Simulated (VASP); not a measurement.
Crystal: BaTiO3.

```
Ba Ti O
1.0
     3.99980    0.00000    0.00000
     0.00000    3.99980    0.00000
     0.00000    0.00000    4.01800
Ba Ti O
1 1 3
Direct
  0.99557 0.99064 0.00350
  0.50254 0.49192 0.46877
  0.47922 0.51432 0.00641
  0.50273 0.00330 0.50938
  0.01995 0.49981 0.53994
```

Base run:

```yaml
Program: VASP 6.6.1
Functional: PBE
Potentials_or_basis: VASP PAW PBE potentials, release 64 (Ba_sv, Ti_sv, O)
Cutoff: 600 eV
k_mesh: 4 × 4 × 4
Occupations: fermi-dirac, width 0.05 eV
Spin: no spin polarisation
```

Its results: band gap on the k mesh 1.86 eV (least direct gap 2.21 eV); pressure 4.7 GPa; largest force 1.293 eV/Å.

Q: The run is repeated on the same cell with these changes: functional from PBE to PBEsol; cutoff from 600 eV to 520 eV; k mesh from 4 × 4 × 4 to 7 × 7 × 7. What comes out?

A: Band gap on the k mesh 1.91 eV (least direct gap 2.17 eV); pressure -1.3 GPa; largest force 1.311 eV/Å.

Several settings changed at once.

Caveats: spin-orbit coupling is left out, which moves the levels of the heavy elements; the cell stands under pressure (at least some runs); forces of over 1 eV/Å act on the atoms, so gaps and moduli don't describe the material at rest (at least some runs); the PAW data sets were made with another functional, which shifts forces and pressure a little (at least some runs); an odd mesh through Γ misses points on the zone boundary, where band edges can lie (at least some runs).
